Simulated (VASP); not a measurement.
# AgCl (Fm-3m) in VASP: further runs, part 2 of 2

VASP 6.6.1. The steps go on from the part before.

### 3 Band structure, HSE03

The input, POSCAR:

```
AgCl
1.0
    0.0000000000      2.7350000000      2.7350000000
    2.7350000000      0.0000000000      2.7350000000
    2.7350000000      2.7350000000      0.0000000000
Ag Cl
1 1
Direct
    0.0000000000      0.0000000000      0.0000000000
    0.5000000000      0.5000000000      0.5000000000
```

The input, INCAR.step1:

```
SYSTEM = AgCl
PREC = Accurate
ENCUT = 520
EDIFF = 1E-5
ISMEAR = 0
SIGMA = 0.02
LREAL = .False.
LASPH = .True.
NELM = 60
ALGO = Normal
ISIF = 2
LWAVE = .True.
LCHARG = .False.
LMAXMIX = 4
NBANDS = 16
GGA = PE
KPAR = 4
```

The input, INCAR.step2:

```
SYSTEM = AgCl
PREC = Accurate
ENCUT = 520
EDIFF = 1E-7
ISMEAR = 0
SIGMA = 0.02
LREAL = .False.
LASPH = .True.
NELM = 60
ALGO = Normal
ISIF = 2
LWAVE = .False.
LCHARG = .False.
LMAXMIX = 4
GGA = PE
LHFCALC = .True.
HFSCREEN = 0.3
PRECFOCK = Fast
NBANDS = 16
ISTART = 1
KPAR = 4
```

The input, KPOINTS:

```
regular mesh
0
Gamma
  6 6 6
  0 0 0
```

The input, KPOINTS_OPT:

```
path GXWKGLUWLK,UX
8
line-mode
reciprocal
 0.0000000000  0.0000000000  0.0000000000  G
 0.5000000000  0.0000000000  0.5000000000  X

 0.5000000000  0.0000000000  0.5000000000  X
 0.5000000000  0.2500000000  0.7500000000  W

 0.5000000000  0.2500000000  0.7500000000  W
 0.3750000000  0.3750000000  0.7500000000  K

 0.3750000000  0.3750000000  0.7500000000  K
 0.0000000000  0.0000000000  0.0000000000  G

 0.0000000000  0.0000000000  0.0000000000  G
 0.5000000000  0.5000000000  0.5000000000  L

 0.5000000000  0.5000000000  0.5000000000  L
 0.6250000000  0.2500000000  0.6250000000  U

 0.6250000000  0.2500000000  0.6250000000  U
 0.5000000000  0.2500000000  0.7500000000  W

 0.5000000000  0.2500000000  0.7500000000  W
 0.5000000000  0.5000000000  0.5000000000  L

 0.5000000000  0.5000000000  0.5000000000  L
 0.3750000000  0.3750000000  0.7500000000  K

 0.6250000000  0.2500000000  0.6250000000  U
 0.5000000000  0.0000000000  0.5000000000  X
```

Potentials or basis: VASP PAW PBE potentials, release 64 (Ag, Cl).

Command:

```console
cat potpaw_PBE.64/Ag/POTCAR potpaw_PBE.64/Cl/POTCAR > POTCAR
cp INCAR.step1 INCAR
mpirun -np 4 vasp_std > vasp.out
cp INCAR.step2 INCAR
mpirun -np 4 vasp_std > vasp.out
```

OUTCAR:

```text
SYSTEM = AgCl
   PREC = Accurate
   ENCUT = 520
   EDIFF = 1E-7
   ISMEAR = 0
   LREAL = .False.
   LASPH = .True.
   NELM = 60
   ISIF = 2
   GGA = PE
   LHFCALC = .True.
   HFSCREEN = 0.3
   PRECFOCK = Fast
   ISTART = 1

 ion  position               nearest neighbor table
   1  0.000  0.000  0.000-   2 2.73   2 2.73   2 2.73   2 2.73   2 2.73   2 2.73
   2  0.500  0.500  0.500-   1 2.73   1 2.73   1 2.73   1 2.73   1 2.73   1 2.73

  LATTYP: Found a face centered cubic cell.
 ALAT       =     5.4700000000

  Lattice vectors:

 A1 = (   0.0000000000,   2.7350000000,   2.7350000000)
 A2 = (   2.7350000000,   0.0000000000,   2.7350000000)
 A3 = (   2.7350000000,   2.7350000000,   0.0000000000)

Analysis of symmetry for initial positions (statically):
=====================================================================
 Subroutine PRICEL returns:
 Original cell was already a primitive cell.

 Routine SETGRP: Setting up the symmetry group for a
 face centered cubic supercell.

 Subroutine GETGRP returns: Found 48 space group operations
 (whereof 48 operations were pure point group operations)
 out of a pool of 48 trial point group operations.

The static configuration has the point symmetry O_h .

Analysis of symmetry for dynamics (positions and initial velocities):
=====================================================================
 Subroutine PRICEL returns:
 Original cell was already a primitive cell.

 Routine SETGRP: Setting up the symmetry group for a
 face centered cubic supercell.

 Subroutine GETGRP returns: Found 48 space group operations
 (whereof 48 operations were pure point group operations)
 out of a pool of 48 trial point group operations.

The dynamic configuration has the point symmetry O_h .

 Subroutine INISYM returns: Found 48 space group operations
 (whereof 48 operations are pure point group operations),
 and found     1 'primitive' translations

----------------------------------------------------------------------------------------

                                     Primitive cell

  volume of cell :      40.9168

  direct lattice vectors                    reciprocal lattice vectors
     0.000000000  2.735000000  2.735000000    -0.182815356  0.182815356  0.182815356
     2.735000000  0.000000000  2.735000000     0.182815356 -0.182815356  0.182815356
     2.735000000  2.735000000  0.000000000     0.182815356  0.182815356 -0.182815356

  length of vectors
     3.867874093  3.867874093  3.867874093     0.316645486  0.316645486  0.316645486

  position of ions in fractional coordinates (direct lattice)
     0.000000000  0.000000000  0.000000000
     0.500000000  0.500000000  0.500000000

  ion indices of the primitive-cell ions
   primitive index   ion index
                 1           1
                 2           2

----------------------------------------------------------------------------------------

 KPOINTS: regular mesh

[... 25 lines left out ...]
  0.166667  0.000000  0.000000      8.000000
  0.333333  0.000000  0.000000      8.000000
  0.500000  0.000000  0.000000      4.000000
  0.166667  0.166667  0.000000      6.000000
  0.333333  0.166667  0.000000     24.000000
[... 8 lines left out ...]
 -0.333333  0.333333  0.166667     24.000000
 -0.333333  0.500000  0.166667     12.000000
   k-points           NKPTS =     16   k-points in BZ     NKDIM =    216   number of bands    NBANDS=     16
   number of dos      NEDOS =    301   number of ions     NIONS =      2
   total plane-waves  NPLWV =  27000
   dimension x,y,z NGX =    30 NGY =   30 NGZ =   30
   dimension x,y,z NGXF=    60 NGYF=   60 NGZF=   60
   ions per type =               1   1
   NGX,Y,Z   is equivalent  to a cutoff of  12.89, 12.89, 12.89 a.u.
   NGXF,Y,Z  is equivalent  to a cutoff of  25.79, 25.79, 25.79 a.u.
 SYSTEM =  AgCl
   PREC   = accura    normal or accurate (medium, high low for compatibility)
   ISTART =      1    job   : 0-new  1-cont  2-samecut
   ICHARG =      0    charge: 1-file 2-atom 10-const
   ISPIN  =      1    spin polarized calculation?
   LNONCOLLINEAR =      F non collinear calculations
   LSORBIT =      F    spin-orbit coupling
   LASPH  =      T    aspherical Exc in radial PAW
   ENCUT  =  520.0 eV  38.22 Ry    6.18 a.u.   7.19  7.19  7.19*2*pi/ulx,y,z
   NELM   =     60;   NELMIN=  2; NELMDL=  0     # of ELM steps
   EDIFF  = 0.1E-06   stopping-criterion for ELM
   LREAL  =      F    real-space projection
   EDIFFG = 0.1E-05   stopping-criterion for IOM
   NSW    =      0    number of steps for IOM
   IBRION =     -1    ionic relax: 0-MD 1-quasi-New 2-CG
   NFREE  =      0    steps in history (QN), initial steepest desc. (CG)
   ISIF   =      2    stress and relaxation
   ISYM   =      3    0-nonsym 1-usesym 2-fastsym
   POTIM  = 0.5000    time-step for ionic-motion
   TEBEG  =    0.0;   TEEND  =   0.0 temperature during run
   PSTRESS=    0.0 pullay stress
   NELECT =      18.0000    total number of electrons
   NUPDOWN=      -1.0000    fix difference up-down
   EMIN   =  10.00;   EMAX   =-10.00  energy-range for DOS
   EFERMI =   0.00;   METHOD = LEGACY
   ISMEAR =     0;   SIGMA  =   0.02  broadening in eV -4-tet -1-fermi 0-gaus
   EFERMI_NEDOS =   21; number of points for ismear=-14 and -15
   IALGO  =     38    algorithm
   IMIX   =      1    mixing-type and parameters
     AMIX     =   0.40;   BMIX     =  1.00
     AMIX_MAG =   1.60;   BMIX_MAG =  1.00
  volume/ion in A,a.u.               =      20.46       138.06
  Fermi-wavevector in a.u.,A,eV,Ry     =   1.245083  2.352866 21.092186  1.550232
  Thomas-Fermi vector in A             =   2.379321
   LORBIT       =      0    0 simple, 1 ext, 2 COOP (PROOUT), +10 PAW based schemes
   GGA     = PE    functional components
   LHFCALC =     T    Hartree Fock is set to
   PRECFOCK=fast      Normal, Fast or Accurate (Low or Medium for compatibility)
   ENCUT4O =  -1.0   cutoff for four orbital integrals eV
   NKREDX  =     1    reduce k-point grid by
   NKREDY  =     1    reduce k-point grid by
   NKREDZ  =     1    reduce k-point grid by
   AEXX    =    0.2500 exact exchange contribution
   HFSCREEN=    0.3000 screening length (either q_TF or 0.3 A-1)
   HFSCREENC=   0.3000 screening length for correlation (either q_TF or 0.3 A-1)
   ENCUTFOCK=  -1.0 apply spherical cutoff to Coloumb kernel
   IVDW    =     0    specifies the selected vdW correction
   LEPSILON=     F    determine dielectric tensor
   LRPA    =     F    only Hartree local field effects (RPA)
 non-spin polarized calculation
 Gauss-broadening in eV      SIGMA  =   0.02
  energy-cutoff  :      520.00
  volume of cell :       40.92
 maximum number of plane-waves:      1113
 NGX is ok and might be reduce to    30
  NGX = 18; NGY = 18; NGZ = 18

 number of electron      18.0000002 magnetization

 Free energy of the ion-electron system (eV)
  ---------------------------------------------------
  ext. energy  EPLUGINS =         0.00000000
  ---------------------------------------------------
  free energy    TOTEN  =        -6.40948548 eV

  energy without entropy =       -6.40948548  energy(sigma->0) =       -6.40948548

 E-fermi :   3.6061     XC(G=0):  -8.5299

 val. band max:        3.4689178642   @ k =   0.5000   0.0000   0.0000
 cond. band min:       5.6255940078   @ k =   0.0000   0.0000   0.0000
 fundamental gap:      2.1566761436
 Fermi energy:         3.6060515416

 k-point     1 :       0.0000    0.0000    0.0000
  band No.  band energies     occupation
      1     -13.0613      2.00000
      2       0.4811      2.00000
      3       0.4811      2.00000
      4       0.4811      2.00000
      5       0.4827      2.00000
      6       0.4827      2.00000
[... 281 lines left out ...]
      3      -1.0159      2.00000
      4      -0.6301      2.00000
      5       0.9024      2.00000
      6       1.0038      2.00000
[... 8 lines left out ...]
     15      19.4463      0.00000
     16      20.2340      0.00000

------------------------ aborting loop because EDIFF is reached ----------------------------------------

  FORCE on cell =-STRESS in cart. coord.  units (eV):
  Direction    XX          YY          ZZ          XY          YZ          ZX
  --------------------------------------------------------------------------------------
  -------------------------------------------------------------------------------------
  Total        0.9054202      0.9054202      0.9054202      0.0000000     -0.0000000      0.0000000
  in kB       35.4534718     35.4534718     35.4534718      0.0000000     -0.0000000      0.0000000
  external PRESSURE =      35.4534718 kB  Pullay stress =       0.0000000 kB

 VOLUME and BASIS-vectors are now :
 -----------------------------------------------------------------------------
  energy-cutoff  :      520.00
  volume of cell :       40.92
      direct lattice vectors                 reciprocal lattice vectors
     0.000000000  2.735000000  2.735000000    -0.182815356  0.182815356  0.182815356
     2.735000000  0.000000000  2.735000000     0.182815356 -0.182815356  0.182815356
     2.735000000  2.735000000  0.000000000     0.182815356  0.182815356 -0.182815356

 POSITION                                       TOTAL-FORCE (eV/Angst)
 -----------------------------------------------------------------------------------
      0.00000      0.00000      0.00000        -0.000000     -0.000000     -0.000000
      2.73500      2.73500      2.73500         0.000000      0.000000      0.000000
 -----------------------------------------------------------------------------------
    total drift:                                0.000001      0.000002      0.000002

  FREE ENERGIE OF THE ION-ELECTRON SYSTEM (eV)
  ---------------------------------------------------
  free  energy   TOTEN  =        -6.4094854821 eV

  energy  without entropy=       -6.4094854821  energy(sigma->0) =       -6.40948548
```

It took 17 min on 4 MPI ranks of AMD EPYC 9R14 (Zen 4), shared host; peak memory 0.3 GiB.

What came out:

```yaml
Free_energy: -6.4095 eV
Pressure: 3.5 GPa
Band_gap_on_the_k_mesh: 2.16 eV (least direct gap 4.57 eV)
Band_gap_along_the_path: 2.16 eV (least direct gap 4.43 eV)
```

Levels at the corners of the path, in eV from the valence-band top:
```tsv
point	band 7	band 8	band 9	band 10	band 11	band 12
Γ	-2.42	-2.42	-2.42	2.16	12.17	12.17
X	-2.45	-2.45	-2.35	3.68	9.10	10.21
X	-2.45	-2.45	-2.35	3.68	9.10	10.21
W	-2.40	-2.40	-1.36	5.65	9.19	9.19
W	-2.40	-2.40	-1.36	5.65	9.19	9.19
K	-2.27	-2.00	-1.24	4.98	8.51	9.55
K	-2.27	-2.00	-1.24	4.98	8.51	9.55
Γ	-2.42	-2.42	-2.42	2.16	12.17	12.17
Γ	-2.42	-2.42	-2.42	2.16	12.17	12.17
L	-2.14	0.00	0.00	5.28	8.41	8.94
L	-2.14	0.00	0.00	5.28	8.41	8.94
U	-2.27	-2.00	-1.24	4.98	8.51	9.55
U	-2.27	-2.00	-1.24	4.98	8.51	9.55
W	-2.40	-2.40	-1.36	5.65	9.19	9.19
W	-2.40	-2.40	-1.36	5.65	9.19	9.19
L	-2.14	0.00	0.00	5.28	8.41	8.94
L	-2.14	0.00	0.00	5.28	8.41	8.94
K	-2.27	-2.00	-1.24	4.98	8.51	9.55
U	-2.27	-2.00	-1.24	4.98	8.51	9.55
X	-2.45	-2.45	-2.35	3.68	9.10	10.21
```

Caveat: the cell stands under pressure; the PAW data sets were made with another functional, which shifts forces and pressure a little.

### 4 Band structure, PBE0

POSCAR is that of step 3.

INCAR.step1 is that of step 3.

Changes to INCAR.step2 since step 3:

```diff
@@ -16,4 +16,5 @@
 LHFCALC = .True.
-HFSCREEN = 0.3
+AEXX = 0.25
 PRECFOCK = Fast
+HFRCUT = -1
 NBANDS = 16
```

KPOINTS is that of step 3.

KPOINTS_OPT is that of step 3.

Command:

```console
cat potpaw_PBE.64/Ag/POTCAR potpaw_PBE.64/Cl/POTCAR > POTCAR
cp INCAR.step1 INCAR
mpirun -np 4 vasp_std > vasp.out
cp INCAR.step2 INCAR
mpirun -np 4 vasp_std > vasp.out
```

Wall time 17 min (4 MPI ranks of AMD EPYC 9R14 (Zen 4), shared host); peak memory 0.2 GiB.

Results (log left out):

```
Free energy             : -7.1625 eV
Pressure                : 3.4 GPa
Band gap on the k mesh  : 3.08 eV (least direct gap 5.51 eV)
Band gap along the path : 3.08 eV (least direct gap 5.37 eV)
```

Levels at the corners of the path, in eV from the valence-band top:
```csv
point,band 7,band 8,band 9,band 10,band 11,band 12
Γ,-2.44,-2.44,-2.44,3.08,13.19,13.19
X,-2.51,-2.51,-2.41,4.66,10.07,11.22
X,-2.51,-2.51,-2.41,4.66,10.07,11.22
W,-2.46,-2.46,-1.39,6.67,10.18,10.18
W,-2.46,-2.46,-1.39,6.67,10.18,10.18
K,-2.33,-2.06,-1.27,5.98,9.50,10.54
K,-2.33,-2.06,-1.27,5.98,9.50,10.54
Γ,-2.44,-2.44,-2.44,3.08,13.19,13.19
Γ,-2.44,-2.44,-2.44,3.08,13.19,13.19
L,-2.19,0.00,0.00,6.21,9.47,9.94
L,-2.19,0.00,0.00,6.21,9.47,9.94
U,-2.33,-2.06,-1.27,5.98,9.50,10.54
U,-2.33,-2.06,-1.27,5.98,9.50,10.54
W,-2.46,-2.46,-1.39,6.67,10.18,10.18
W,-2.46,-2.46,-1.39,6.67,10.18,10.18
L,-2.19,0.00,0.00,6.21,9.47,9.94
L,-2.19,0.00,0.00,6.21,9.47,9.94
K,-2.33,-2.06,-1.27,5.98,9.50,10.54
U,-2.33,-2.06,-1.27,5.98,9.50,10.54
X,-2.51,-2.51,-2.41,4.66,10.07,11.22
```

Caveat: the cell stands under pressure; the PAW data sets were made with another functional, which shifts forces and pressure a little.

### 5 Vibrations by perturbation theory, PBE

The input, INCAR:

```
SYSTEM = AgCl
  ALGO = Normal
  EDIFF = 1E-8
  ENCUT = 520
  GGA = PE
  IBRION = 8
  ISIF = 2
  ISMEAR = 0
  LASPH = .TRUE.
  LCHARG = .FALSE.
  LEPSILON = .TRUE.
  LREAL = .FALSE.
  LWAVE = .FALSE.
  NELM = 60
  NSW = 1
  PREC = Accurate
  SIGMA = 0.01
```

The input, KPOINTS:

```
k-points
0
G
  8 8 8
  0 0 0
```

POSCAR is that of step 4.

Potentials or basis: VASP PAW PBE potentials, release 64 (Ag, Cl).

Command:

```console
cat potpaw_PBE.64/Ag/POTCAR potpaw_PBE.64/Cl/POTCAR > POTCAR
mpirun -np 1 vasp_std > vasp.out
```

OUTCAR:

```text
SYSTEM = AgCl
   EDIFF = 1E-8
   ENCUT = 520
   GGA = PE
   IBRION = 8
   ISIF = 2
   ISMEAR = 0
   LASPH = .TRUE.
   LEPSILON = .TRUE.
   LREAL = .FALSE.
   NELM = 60
   NSW = 1
   PREC = Accurate

 ion  position               nearest neighbor table
   1  0.000  0.000  0.000-   2 2.73   2 2.73   2 2.73   2 2.73   2 2.73   2 2.73
   2  0.500  0.500  0.500-   1 2.73   1 2.73   1 2.73   1 2.73   1 2.73   1 2.73
[... 715 lines left out ...]
      0.000000  0.000000  0.000000     0.000000    0.000000   -0.497404
      2.735000  2.735000  2.735000     0.000000    0.000000    0.867519
[... 21 lines left out ...]
   6 f/i=    0.000185 THz     0.001161 2PiTHz    0.006166 cm-1     0.000764 meV
             X         Y         Z           dx          dy          dz
      0.000000  0.000000  0.000000    -0.009254    0.083212   -0.863470
      2.735000  2.735000  2.735000    -0.005306    0.047711   -0.495082

--------------------------------------------------------------------------------------------------------

 MACROSCOPIC STATIC DIELECTRIC TENSOR IONIC CONTRIBUTION
 ------------------------------------------------------
           5.839644     0.000000    -0.000000
           0.000000     5.839644    -0.000000
          -0.000000    -0.000000     5.839644
 ------------------------------------------------------

 ELASTIC MODULI CONTR FROM IONIC RELAXATION (kBar)
 Direction    XX          YY          ZZ          XY          YZ          ZX
 --------------------------------------------------------------------------------
 XX           0.0000      0.0000      0.0000      0.0000      0.0000      0.0000
 YY           0.0000      0.0000      0.0000      0.0000      0.0000      0.0000
 ZZ           0.0000      0.0000      0.0000      0.0000      0.0000      0.0000
 XY           0.0000      0.0000      0.0000      0.0000      0.0000      0.0000
 YZ           0.0000      0.0000      0.0000      0.0000      0.0000      0.0000
 ZX           0.0000      0.0000      0.0000      0.0000      0.0000      0.0000
 --------------------------------------------------------------------------------

 PIEZOELECTRIC TENSOR IONIC CONTR  for field in x, y, z        (C/m^2)
          XX          YY          ZZ          XY          YZ          ZX
  --------------------------------------------------------------------------------
  x     0.00000     0.00000     0.00000     0.00000     0.00000     0.00000
  y     0.00000     0.00000     0.00000     0.00000     0.00000     0.00000
  z     0.00000     0.00000     0.00000     0.00000     0.00000     0.00000
```

OSZICAR:

```text
N       E                     dE             d eps       ncg     rms          rms(c)
DAV:   1     0.105381313483E+03    0.10538E+03   -0.88333E+03   778   0.126E+03
DAV:   2    -0.111154711714E+01   -0.10649E+03   -0.10033E+03   909   0.257E+02
DAV:   3    -0.550497428453E+01   -0.43934E+01   -0.43820E+01   874   0.567E+01
DAV:   4    -0.554175242836E+01   -0.36778E-01   -0.36775E-01   854   0.580E+00
DAV:   5    -0.554228508498E+01   -0.53266E-03   -0.53265E-03   864   0.703E-01    0.692E+00
[... 158 lines left out ...]
RMM:  10    -0.190115480320E+00   -0.31539E-07    0.14337E-08  2541   0.469E-05    0.207E-05
RMM:  11    -0.190115629296E+00   -0.14898E-06   -0.46006E-08  2293   0.133E-05    0.258E-06
RMM:  12    -0.190115662385E+00   -0.33088E-07    0.34182E-08  2314   0.603E-06    0.303E-06
RMM:  13    -0.190115634304E+00    0.28081E-07    0.25691E-08  1843   0.271E-06    0.171E-07
RMM:  14    -0.190115629795E+00    0.45091E-08   -0.48543E-09  1057   0.123E-06    0.488E-07
 Linear response finished
```

Wall time 9.5 min (1 thread of Intel Xeon 8259CL, shared host); peak memory 0.25 GiB.

Results:

```yaml
Electronic_dielectric_tensor_diagonal: 5.19
Born_charges_mean_of_the_diagonal: Ag +1.42; Cl -1.42 e
Highest_phonon_frequency_at_Γ_LO-TO_splitting_left_out: 125 cm⁻¹
```

Phonon frequencies in cm⁻¹ (negative: imaginary):
| q point | frequencies |
| --- | --- |
| (0.000, 0.000, 0.000) | 0 0 0 125 125 125 |

Electronic dielectric tensor:
```
5.19 0.00 0.00
0.00 5.19 0.00
0.00 0.00 5.19
```

Born effective charge tensors (e):
atom 1, Ag
```
1.42 0.00 0.00
0.00 1.42 0.00
0.00 0.00 1.42
```
atom 2, Cl
```
-1.42  0.00  0.00
 0.00 -1.42  0.00
 0.00  0.00 -1.42
```

Caveat: the cell stands under pressure or tension, which shifts response properties.

### 6 Overview

```tsv
task	level	k mesh	smearing	grid for exact exchange (PRECFOCK)	share of exact exchange	screening parameter	exchange at q = 0	dipole correction	gap on the mesh (eV)	pressure (GPa)
band structure	HSE06	6 × 6 × 6	gaussian 0.02 eV	Fast	0.25	0.2 1/Å	-	-	2.40	3.5
band structure	HSE03	6 × 6 × 6	gaussian 0.02 eV	Fast	0.25	0.3 1/Å	-	-	2.16	3.5
band structure	PBE0	6 × 6 × 6	gaussian 0.02 eV	Fast	0.25	-	truncated	-	3.08	3.4
vibrations by perturbation theory	PBE	8 × 8 × 8	gaussian 0.01 eV	-	-	-	-	no	-	-
```

Alike in all rows: potentials or basis VASP PAW PBE potentials, release 64 (Ag, Cl); no spin polarisation; cell as given; cutoff (eV) 520.

On the cell as given the gap runs from 2.16 eV (HSE03) to 3.08 eV (PBE0).

Caveats: the cell stands under pressure (at least some runs); the PAW data sets were made with another functional, which shifts forces and pressure a little (at least some runs); the cell stands under pressure or tension, which shifts response properties (at least some runs).

Total energies depend on the potentials used, so only differences within one code and one set of settings carry meaning.
